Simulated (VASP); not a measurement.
Wanted: the native input for a VASP 6.6.1 run.

```yaml
Task: single point
Functional: LDA
Potentials_or_basis: VASP PAW LDA potentials, release 64 (B, N)
Cutoff: 520 eV
k_mesh: 12 × 12 × 4
Occupations: gaussian, width 0.05 eV
Spin: no spin polarisation
Dipole_correction: no
Further_INCAR_settings: ALGO = Normal; EDIFF = 1e-06; NBANDS = 16
```

The structure of BN lies in POSCAR:

```
BN
1.0
    2.5692771244      0.0000000000      0.0000000000
   -1.2846385622      2.2250592591      0.0000000000
    0.0000000000      0.0000000000      6.2384617857
B N
2 2
Direct
    0.3333333333      0.6666666667      0.2500000000
    0.6666666667      0.3333333333      0.7500000000
    0.3333333333      0.6666666667      0.7500000000
    0.6666666667      0.3333333333      0.2500000000
```

This cell differs from its parent crystal: volume 8.916 Å^3 an atom, c/a of the conventional cell 2.4281.

One way to write it, as run:

INCAR

```
PREC     = Accurate       # precision mode
ENCUT    = 520            # plane-wave cutoff, eV
EDIFF    = 1E-6           # SCF threshold, eV
ISMEAR   = 0              # smearing method
SIGMA    = 0.05           # smearing width, eV
LREAL    = False          # projectors in reciprocal space
LASPH    = True           # aspherical terms in the spheres
NELM     = 80             # most SCF steps
ALGO     = Normal         # electronic algorithm
ISIF     = 2              # what is computed and relaxed
LWAVE    = False          # write WAVECAR
LCHARG   = False          # write CHGCAR
NBANDS   = 16             # bands
```

KPOINTS

```
regular mesh
0
Gamma
  12 12 4
```

Potentials or basis: VASP PAW LDA potentials, release 64 (B, N).

Launch:

```sh
$ cat potpaw_LDA.64/B/POTCAR potpaw_LDA.64/N/POTCAR > POTCAR
$ mpirun -np 1 vasp_std > vasp.out
```

Results of the run:

```json
{"Pressure": "-20.9 GPa", "Band gap on the k mesh": "3.82 eV, indirect (least direct gap 4.11 eV)"}
```

Run time: 18 s on 1 thread of Intel(R) Xeon(R) Platinum 8488C (Sapphire Rapids), on a shared host, peak memory 0.14 GiB.
